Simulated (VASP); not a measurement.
# SiB2 (P-4n2) in VASP: a series of runs, part 2 of 2

VASP 6.6.1.

### Step 4. Relaxation of cell and atoms, PBE

This run uses another cell than the first one, of 13.99 Å³/atom.

INCAR

```
ALGO     = Normal         # electronic algorithm
EDIFF    = 1E-7           # SCF threshold, eV
EDIFFG   = -0.01          # ionic threshold
ENCUT    = 500            # plane-wave cutoff, eV
GGA      = PE             # functional
GGA_COMPAT= F            
IBRION   = 2              # ionic algorithm
ISIF     = 3              # what is computed and relaxed
ISMEAR   = 0              # smearing method
LASPH    = T              # aspherical terms in the spheres
LCHARG   = F              # write CHGCAR
LREAL    = F              # projectors in reciprocal space
LWAVE    = F              # write WAVECAR
NELM     = 120            # most SCF steps
NELMIN   = 4            
NSW      = 100            # ionic steps
PREC     = Accurate       # precision mode
SIGMA    = 0.1            # smearing width, eV
```

KPOINTS

```
k-points
0
Gamma
  10 10 8
```

POSCAR

```
SiB2
1.0
    4.0741656464      0.0000000000      0.0000000000
    0.0000000000      4.0741656464      0.0000000000
    0.0000000000      0.0000000000      5.0557527812
Si B
2 4
Direct
    0.5000000000      0.5000000000      0.0000000000
    0.0000000000      0.0000000000      0.5000000000
    0.1369003226      0.3630996774      0.2500000000
    0.8630996774      0.6369003226      0.2500000000
    0.3630996774      0.8630996774      0.7500000000
    0.6369003226      0.1369003226      0.7500000000
```

Potentials or basis: VASP PAW PBE potentials, release 64 (Si, B).

On the command line:

```
$ cat potpaw_PBE.64/Si/POTCAR potpaw_PBE.64/B/POTCAR > POTCAR
$ mpirun -np 1 vasp_std > vasp.out
```

OUTCAR:

```text
EDIFF = 1E-7
   EDIFFG = -0.01
   ENCUT = 500
   GGA = PE
   IBRION = 2
   ISIF = 3
   ISMEAR = 0
   LASPH = T
   LREAL = F
   NELM = 120
   NELMIN = 4
   NSW = 100
   PREC = Accurate

 ion  position               nearest neighbor table
   1  0.500  0.500  0.000-   3 2.02   4 2.02   5 2.02   6 2.02
   2  0.000  0.000  0.500-   3 2.02   4 2.02   5 2.02   6 2.02
   3  0.137  0.363  0.250-   4 1.58   2 2.02   1 2.02
   4  0.863  0.637  0.250-   3 1.58   2 2.02   1 2.02
   5  0.363  0.863  0.750-   6 1.58   2 2.02   1 2.02
   6  0.637  0.137  0.750-   5 1.58   2 2.02   1 2.02

  LATTYP: Found a simple tetragonal cell.
 ALAT       =     4.0741656464
 C/A-ratio  =     1.2409296087

  Lattice vectors:

 A1 = (   4.0741656464,   0.0000000000,   0.0000000000)
 A2 = (   0.0000000000,   4.0741656464,   0.0000000000)
 A3 = (   0.0000000000,   0.0000000000,   5.0557527812)

Analysis of symmetry for initial positions (statically):
=====================================================================
 Subroutine PRICEL returns:
 Original cell was already a primitive cell.

 Routine SETGRP: Setting up the symmetry group for a
 simple tetragonal supercell.

 Subroutine GETGRP returns: Found  8 space group operations
 (whereof  4 operations were pure point group operations)
 out of a pool of 16 trial point group operations.

The static configuration has the point symmetry S_4 .
 The point group associated with its full space group is D_2d.

Analysis of symmetry for dynamics (positions and initial velocities):
=====================================================================
 Subroutine PRICEL returns:
 Original cell was already a primitive cell.

 Routine SETGRP: Setting up the symmetry group for a
 simple tetragonal supercell.

 Subroutine GETGRP returns: Found  8 space group operations
 (whereof  4 operations were pure point group operations)
 out of a pool of 16 trial point group operations.

The dynamic configuration has the point symmetry S_4 .
 The point group associated with its full space group is D_2d.

 Subroutine INISYM returns: Found  8 space group operations
 (whereof  4 operations are pure point group operations),
 and found     1 'primitive' translations

----------------------------------------------------------------------------------------

                                     Primitive cell

  volume of cell :      83.9196

  direct lattice vectors                    reciprocal lattice vectors
     4.074165646  0.000000000  0.000000000     0.245449029  0.000000000  0.000000000
     0.000000000  4.074165646  0.000000000     0.000000000  0.245449029  0.000000000
     0.000000000  0.000000000  5.055752781     0.000000000  0.000000000  0.197794482

  length of vectors
     4.074165646  4.074165646  5.055752781     0.245449029  0.245449029  0.197794482

  position of ions in fractional coordinates (direct lattice)
     0.500000000  0.500000000  0.000000000
     0.000000000  0.000000000  0.500000000
     0.136900323  0.363099677  0.250000000
     0.863099677  0.636900323  0.250000000
     0.363099677  0.863099677  0.750000000
     0.636900323  0.136900323  0.750000000

  ion indices of the primitive-cell ions
   primitive index   ion index
                 1           1
                 2           2
                 3           3
[... 68 lines left out ...]
   ICHARG =      2    charge: 1-file 2-atom 10-const
   ISPIN  =      1    spin polarized calculation?
   LNONCOLLINEAR =      F non collinear calculations
   LSORBIT =      F    spin-orbit coupling
   LASPH  =      T    aspherical Exc in radial PAW
   ENCUT  =  500.0 eV  36.75 Ry    6.06 a.u.   7.43  7.43  9.22*2*pi/ulx,y,z
   NELM   =    120;   NELMIN=  4; NELMDL= -5     # of ELM steps
   EDIFF  = 0.1E-06   stopping-criterion for ELM
   LREAL  =      F    real-space projection
   EDIFFG = -.1E-01   stopping-criterion for IOM
   NSW    =    100    number of steps for IOM
   IBRION =      2    ionic relax: 0-MD 1-quasi-New 2-CG
   NFREE  =      1    steps in history (QN), initial steepest desc. (CG)
   ISIF   =      3    stress and relaxation
   ISYM   =      2    0-nonsym 1-usesym 2-fastsym
   POTIM  = 0.5000    time-step for ionic-motion
   TEBEG  =    0.0;   TEEND  =   0.0 temperature during run
   PSTRESS=    0.0 pullay stress
   NELECT =      20.0000    total number of electrons
   NUPDOWN=      -1.0000    fix difference up-down
   EMIN   =  10.00;   EMAX   =-10.00  energy-range for DOS
   EFERMI =   0.00;   METHOD = LEGACY
   ISMEAR =     0;   SIGMA  =   0.10  broadening in eV -4-tet -1-fermi 0-gaus
   EFERMI_NEDOS =   21; number of points for ismear=-14 and -15
   IALGO  =     38    algorithm
   IMIX   =      4    mixing-type and parameters
     AMIX     =   0.40;   BMIX     =  1.00
     AMIX_MAG =   1.60;   BMIX_MAG =  1.00
  volume/ion in A,a.u.               =      13.99        94.39
  Fermi-wavevector in a.u.,A,eV,Ry     =   1.014995  1.918062 14.016915  1.030214
  Thomas-Fermi vector in A             =   2.148255
   LORBIT       =      0    0 simple, 1 ext, 2 COOP (PROOUT), +10 PAW based schemes
   GGA     = PE    functional components
   LHFCALC =     F    Hartree Fock is set to
   AEXX    =    0.0000 exact exchange contribution
   IVDW    =     0    specifies the selected vdW correction
   LEPSILON=     F    determine dielectric tensor
   LRPA    =     F    only Hartree local field effects (RPA)
 conjugate gradient relaxation of ions
 non-spin polarized calculation
 Gauss-broadening in eV      SIGMA  =   0.10
  energy-cutoff  :      500.00
  volume of cell :       83.92
 maximum number of plane-waves:      2162
 NGX is ok and might be reduce to    30
   NGX = 15   NGY = 15   NGZ = 19

--------------------------------------- Ionic step        1  -------------------------------------------

 number of electron      20.0000000 magnetization

 Free energy of the ion-electron system (eV)
  ---------------------------------------------------
  ext. energy  EPLUGINS =         0.00000000
  ---------------------------------------------------
  free energy    TOTEN  =       -33.16607576 eV

  energy without entropy =      -33.16144019  energy(sigma->0) =      -33.16375798

------------------------ aborting loop because EDIFF is reached ----------------------------------------

  FORCE on cell =-STRESS in cart. coord.  units (eV):
  Direction    XX          YY          ZZ          XY          YZ          ZX
  --------------------------------------------------------------------------------------
  -------------------------------------------------------------------------------------
  Total        0.3328631      0.3328631     -0.5425528      0.0000000     -0.0000000      0.0000000
  in kB        6.3549641      6.3549641    -10.3583217      0.0000000     -0.0000000      0.0000000
  external PRESSURE =       0.7838689 kB  Pullay stress =       0.0000000 kB
[... 227 lines left out ...]
--------------------------------------- Ionic step        7  -------------------------------------------

 number of electron      19.9999999 magnetization

 Free energy of the ion-electron system (eV)
  ---------------------------------------------------
  ext. energy  EPLUGINS =         0.00000000
  ---------------------------------------------------
  free energy    TOTEN  =       -33.17350719 eV

  energy without entropy =      -33.16876534  energy(sigma->0) =      -33.17113626

 E-fermi :   3.7354     XC(G=0):  -9.5377

 val. band max:        3.7236157593   @ k =   0.4000   0.3000   0.3750
 cond. band min:       3.7740998023   @ k =   0.2000   0.1000   0.1250
 fundamental gap:      0.0504840431
 Fermi energy:         3.7354274509

 k-point     1 :       0.0000    0.0000    0.0000
  band No.  band energies     occupation
      1      -8.0098      2.00000
      2      -4.2307      2.00000
      3      -3.8450      2.00000
      4      -0.4849      2.00000
      5      -0.4849      2.00000
      6       1.2889      2.00000
      7       1.4274      2.00000
      8       2.3451      2.00000
      9       2.3451      2.00000
     10       2.3721      2.00000
     11       2.4145      2.00000
     12       5.1416      0.00000
     13       5.6795      0.00000
     14       5.6795      0.00000
[... 377 lines left out ...]
      1      -7.6658      2.00000
      2      -4.8885      2.00000
      3      -3.4751      2.00000
      4      -0.8263      2.00000
      5      -0.4588      2.00000
      6       0.0172      2.00000
      7       1.6107      2.00000
      8       1.9622      2.00000
      9       2.1941      2.00000
     10       2.6477      2.00000
     11       3.5732      1.97819
     12       5.5619      0.00000
     13       6.0466      0.00000
     14       6.1242      0.00000

 [... further k-points ...]

------------------------ aborting loop because EDIFF is reached ----------------------------------------

  FORCE on cell =-STRESS in cart. coord.  units (eV):
  Direction    XX          YY          ZZ          XY          YZ          ZX
  --------------------------------------------------------------------------------------
  -------------------------------------------------------------------------------------
  Total       -0.0127642     -0.0127642     -0.0404161      0.0000000     -0.0000000      0.0000000
  in kB       -0.2433199     -0.2433199     -0.7704416      0.0000000     -0.0000000      0.0000000
  external PRESSURE =      -0.4190271 kB  Pullay stress =       0.0000000 kB
[... 21 lines left out ...]
  FREE ENERGIE OF THE ION-ELECTRON SYSTEM (eV)
  ---------------------------------------------------
  free  energy   TOTEN  =       -33.1735071882 eV

  energy  without entropy=      -33.1687653357  energy(sigma->0) =      -33.17113626

 reached required accuracy - stopping structural energy minimisation
```

Wall time 2.7 min (1 thread of Intel Xeon 6975P-C (Granite Rapids), shared host); peak memory 0.25 GiB.

What came out:

```
Free energy                           : -33.1735 eV
Relaxed volume                        : 14.01 Å³/atom
Relaxed cell                          : a = 4.114 Å, b = 4.114 Å, c = 4.965 Å, α = 90.00°, β = 90.00°, γ = 90.00°
Space group after relaxing (to 0.1 Å) : P-4n2 (No. 118)
Energy gained by relaxing             : 1.2 meV/atom
Ionic steps                           : 7
Pressure after relaxing               : 0.0 GPa
Largest force after relaxing          : 0.004 eV/Å
Band gap on the k mesh                : zero (bands 10 and 11 overlap by 1.75 eV)
```

Forces in eV/Å, atoms in the order of the input:
```
Si   0.000  0.000  0.000
Si   0.000  0.000  0.000
B   -0.003  0.003  0.000
B    0.003 -0.003  0.000
B    0.003  0.003  0.000
B   -0.003 -0.003  0.000
```

Step by step:
```
step  energy change (eV)  largest force (eV/Å)  pressure (GPa)  volume (Å³)
   1              0.0000                0.0961            0.08        83.92
   2             -0.0019                0.1729           -0.30        84.00
   3             -0.0022                0.1068           -0.21        83.98
   4             -0.0049                0.0735            0.08        83.82
   5             -0.0065                0.0237            0.48        83.58
   6             -0.0074                0.0022           -0.10        84.10
   7             -0.0074                0.0044           -0.04        84.05
```

Final structure:
```yaml
crystal:
  lattice:
    - [4.11424, 0.00000, 0.00000]
    - [0.00000, 4.11424, 0.00000]
    - [0.00000, 0.00000, 4.96531]
  atoms:
    - { symbol: Si, position: [0.50000, 0.50000, 0.00000] }
    - { symbol: Si, position: [0.00000, 0.00000, 0.50000] }
    - { symbol: B, position: [0.13614, 0.36386, 0.25000] }
    - { symbol: B, position: [0.86386, 0.63614, 0.25000] }
    - { symbol: B, position: [0.36386, 0.86386, 0.75000] }
    - { symbol: B, position: [0.63614, 0.13614, 0.75000] }
```

Levels at points of the mesh, in eV from the Fermi level:
```csv
k point,band 7,band 8,band 9,band 10,band 11,band 12,band 13,band 14
"(0.00, 0.00, 0.00)",-2.31,-1.39,-1.39,-1.36,-1.32,1.41,1.94,1.94
"(0.50, 0.00, 0.00)",-2.79,-2.79,-1.11,-1.11,1.88,1.88,2.90,2.90
"(0.50, 0.50, 0.00)",-2.84,-2.84,-1.47,-1.47,0.30,0.30,4.88,4.88
"(0.00, 0.00, 0.50)",-2.55,-2.55,-1.89,-1.89,0.54,0.54,2.88,2.88
"(0.50, 0.00, 0.50)",-2.45,-2.45,-1.51,-1.51,1.12,1.12,3.06,3.06
"(0.50, 0.50, 0.50)",-4.27,-4.27,0.43,0.43,2.18,3.37,4.83,4.83
```

### Step 5. Summary

```tsv
task	cell	k mesh	gap on the mesh (eV)	pressure (GPa)	relaxed volume (Å³/atom)
relaxation of cell and atoms	relaxed from a = 4.139, b = 4.139, c = 4.127 Å, 6 atoms, atomic positions A	4 × 4 × 4	none	0.3	13.93
single point	a = 4.115, b = 4.115, c = 4.965 Å, 6 atoms, atomic positions B	10 × 10 × 8	none	0.0	-
relaxation of cell and atoms	relaxed from a = 4.074, b = 4.074, c = 5.056 Å, 6 atoms, atomic positions B	10 × 10 × 8	none	0.0	14.01
```

Alike in all rows: level PBE; potentials or basis VASP PAW PBE potentials, release 64 (Si, B); no spin polarisation; cutoff (eV) 500; smearing gaussian 0.1 eV.

Caveats: some runs use coarse meshes; the volume moved by over 15 % at a fixed basis, so the end points are rough (at least some runs).

Total energies depend on the potentials used, so only differences within one code and one set of settings carry meaning.
